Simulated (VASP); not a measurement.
# Fe (Im-3m) in VASP: further runs, part 2 of 2

VASP 6.6.1. The steps go on from the part before.

## (3) Relaxation of cell and atoms, PBE, collinear spin, ferromagnetic start

INCAR reads:

```
SYSTEM = Fe
PREC     = Accurate       ! precision mode
ENCUT    = 600            ! plane-wave cutoff, eV
EDIFF    = 1E-7           ! SCF threshold, eV
ISMEAR   = 0              ! smearing method
SIGMA    = 0.1            ! smearing width, eV
LREAL    = .False.        ! projectors in reciprocal space
LASPH    = .True.         ! aspherical terms in the spheres
NELM     = 150            ! most SCF steps
ALGO     = Fast           ! electronic algorithm
ISIF     = 3              ! what is computed and relaxed
LWAVE    = .False.        ! write WAVECAR
LCHARG   = .False.        ! write CHGCAR
ISPIN    = 2              ! spin polarisation
MAGMOM   = 2.66           ! initial moments
LORBIT   = 11             ! projections on sites
LMAXMIX  = 4              ! l up to which the mixer works
GGA      = PE             ! functional
IBRION   = 2              ! ionic algorithm
NSW      = 100            ! ionic steps
EDIFFG   = -0.005         ! ionic threshold
```

KPOINTS reads:

```
regular mesh
0
Gamma
  20 20 20
  0 0 0
```

POSCAR reads:

```
Fe
1.0
   -1.4430000000      1.4430000000      1.4430000000
    1.4430000000     -1.4430000000      1.4430000000
    1.4430000000      1.4430000000     -1.4430000000
Fe
1
Direct
    0.0000000000      0.0000000000      0.0000000000
```

Potentials or basis: VASP PAW PBE potentials, release 64 (Fe).

Started as:

```bash
> cat potpaw_PBE.64/Fe/POTCAR > POTCAR
> mpirun -np 1 vasp_std > vasp.out
```

OUTCAR:

```text
SYSTEM = Fe
   PREC = Accurate
   ENCUT = 600
   EDIFF = 1E-7
   ISMEAR = 0
   LREAL = .False.
   LASPH = .True.
   NELM = 150
   ISIF = 3
   ISPIN = 2
   LORBIT = 11
   GGA = PE
   IBRION = 2
   NSW = 100
   EDIFFG = -0.005

 ion  position               nearest neighbor table
   1  0.000  0.000  0.000-

  LATTYP: Found a body centered cubic cell.
 ALAT       =     2.8860000000

  Lattice vectors:

 A1 = (  -1.4430000000,   1.4430000000,   1.4430000000)
 A2 = (   1.4430000000,  -1.4430000000,   1.4430000000)
 A3 = (   1.4430000000,   1.4430000000,  -1.4430000000)

Analysis of symmetry for initial positions (statically):
=====================================================================
 Subroutine PRICEL returns:
 Original cell was already a primitive cell.

 Routine SETGRP: Setting up the symmetry group for a
 body centered cubic supercell.

 Subroutine GETGRP returns: Found 48 space group operations
 (whereof 48 operations were pure point group operations)
 out of a pool of 48 trial point group operations.

The static configuration has the point symmetry O_h .

Analysis of symmetry for dynamics (positions and initial velocities):
=====================================================================
 Subroutine PRICEL returns:
 Original cell was already a primitive cell.

 Routine SETGRP: Setting up the symmetry group for a
 body centered cubic supercell.

 Subroutine GETGRP returns: Found 48 space group operations
[... 234 lines left out ...]

 number of electron       8.0000006 magnetization       2.1949037

 Free energy of the ion-electron system (eV)
  ---------------------------------------------------
  ext. energy  EPLUGINS =         0.00000000
  ---------------------------------------------------
  free energy    TOTEN  =        -8.24503837 eV

  energy without entropy =       -8.23970711  energy(sigma->0) =       -8.24237274

 E-fermi :   5.8308     XC(G=0): -13.1230

 val. band max:        5.8299643128   @ k =  -0.4500  -0.4500   0.3000
 cond. band min:       5.8333502672   @ k =  -0.4000   0.5000   0.1500
 fundamental gap:      0.0033859544
 Fermi energy:         5.8308456585

 spin component 1

 k-point     1 :       0.0000    0.0000    0.0000
  band No.  band energies     occupation
      1      -2.6047      1.00000
      2       3.5245      1.00000
      3       3.5245      1.00000
      4       3.5245      1.00000
      5       4.7373      1.00000
      6       4.7373      1.00000
      7      30.8676      0.00000
      8      30.8676      0.00000
      9      30.8676      0.00000
[... 265 lines left out ...]
 k-point    24 :       0.2500    0.1000    0.0000
  band No.  band energies     occupation
      1       0.5526      1.00000
      2       2.8075      1.00000
      3       3.2649      1.00000
      4       4.5693      1.00000
      5       4.9365      1.00000
      6       5.5427      0.99998
      7      19.5323      0.00000
      8      24.0163      0.00000
      9      27.4994      0.00000

 [... further k-points ...]

 spin component 2

 k-point     1 :       0.0000    0.0000    0.0000
  band No.  band energies     occupation
      1      -2.4365      1.00000
      2       5.4384      1.00000
      3       5.4385      1.00000
      4       5.4385      1.00000
      5       7.4946      0.00000
      6       7.4947      0.00000
      7      30.6162      0.00000
      8      30.6162      0.00000
      9      30.6162      0.00000
[... 304 lines left out ...]
  FREE ENERGIE OF THE ION-ELECTRON SYSTEM (eV)
  ---------------------------------------------------
  free  energy   TOTEN  =        -8.2450383690 eV

  energy  without entropy=       -8.2397071058  energy(sigma->0) =       -8.24237274

 reached required accuracy - stopping structural energy minimisation

 total charge

# of ion       s       p       d       tot
------------------------------------------
    1        0.488   0.543   6.240   7.270

 magnetization (x)

# of ion       s       p       d       tot
------------------------------------------
    1       -0.013  -0.056   2.261   2.192
```

OSZICAR:

```text
N       E                     dE             d eps       ncg     rms          rms(c)
DAV:   1     0.180108616945E+02    0.18011E+02   -0.44623E+03  9512   0.118E+03
DAV:   2    -0.886027003372E+01   -0.26871E+02   -0.25240E+02  9336   0.135E+02
[... 33 lines left out ...]
RMM:   5    -0.824502734441E+01    0.14460E-02   -0.99969E-04  9216   0.528E-01    0.554E-02
RMM:   6    -0.824503738740E+01   -0.10043E-04   -0.13065E-04  9284   0.131E-01    0.334E-02
RMM:   7    -0.824503606963E+01    0.13178E-05   -0.24011E-05  9247   0.790E-02    0.173E-02
RMM:   8    -0.824503855696E+01   -0.24873E-05   -0.43598E-06  9254   0.210E-02    0.729E-03
RMM:   9    -0.824503837481E+01    0.18216E-06   -0.75055E-07  9186   0.121E-02    0.228E-03
RMM:  10    -0.824503836897E+01    0.58373E-08   -0.15139E-07  6760   0.449E-03
   3 F= -.82450384E+01 E0= -.82423727E+01  d E =-.206176E-01  mag=     2.1948
```

Wall time 4.2 min (1 thread of Intel Xeon 8259CL, shared host); peak memory 0.19 GiB.

Results:

| Property | Result |
| --- | --- |
| Free energy | -8.2450 eV |
| Relaxed volume | 11.35 Å³/atom |
| Relaxed cell | a = 2.452 Å, b = 2.452 Å, c = 2.452 Å, α = 109.47°, β = 109.47°, γ = 109.47° |
| Space group after relaxing (to 0.05 Å) | Im-3m (No. 229) |
| Energy gained by relaxing | 20.6 meV/atom |
| Ionic steps | 3 |
| Pressure after relaxing | 0.0 GPa |
| Net moment | 2.19 μB per cell |
| Site moments | Fe +2.19 μB |
| Valence electrons inside the program's atomic spheres | Fe 7.27 |

Step by step:
```
step  energy change (eV)  largest force (eV/Å)  pressure (GPa)  volume (Å³)
   1              0.0000                0.0000           -9.44        12.02
   2             -0.0062                0.0000            9.53        10.83
   3             -0.0206                0.0000            0.03        11.35
```

Final structure:
```yaml
crystal:
  lattice:
    - [-1.41566, 1.41566, 1.41566]
    - [1.41566, -1.41566, 1.41566]
    - [1.41566, 1.41566, -1.41566]
  atoms:
    - { symbol: Fe, position: [0.00000, 0.00000, 0.00000] }
```

Levels at points of the mesh, in eV from the Fermi level:
Spin up:
```csv
k point,band 3,band 4,band 5,band 6,band 7,band 8
"(0.00, 0.00, 0.00)",-2.31,-2.31,-1.09,-1.09,25.04,25.04
"(0.50, 0.00, 0.00)",-1.03,-0.90,0.39,0.52,7.37,18.38
"(0.50, 0.50, 0.50)",0.12,0.12,0.12,9.95,9.95,9.95
```
Spin down:
| k point | band 1 | band 2 | band 3 | band 4 | band 5 | band 6 | band 7 |
| --- | --- | --- | --- | --- | --- | --- | --- |
| (0.00, 0.00, 0.00) | -8.27 | -0.39 | -0.39 | -0.39 | 1.66 | 1.66 | 24.79 |
| (0.50, 0.00, 0.00) | -3.64 | -1.68 | 0.63 | 1.52 | 1.92 | 2.61 | 8.74 |
| (0.50, 0.50, 0.50) | -3.03 | -3.03 | 2.30 | 2.30 | 2.30 | 10.22 | 10.22 |
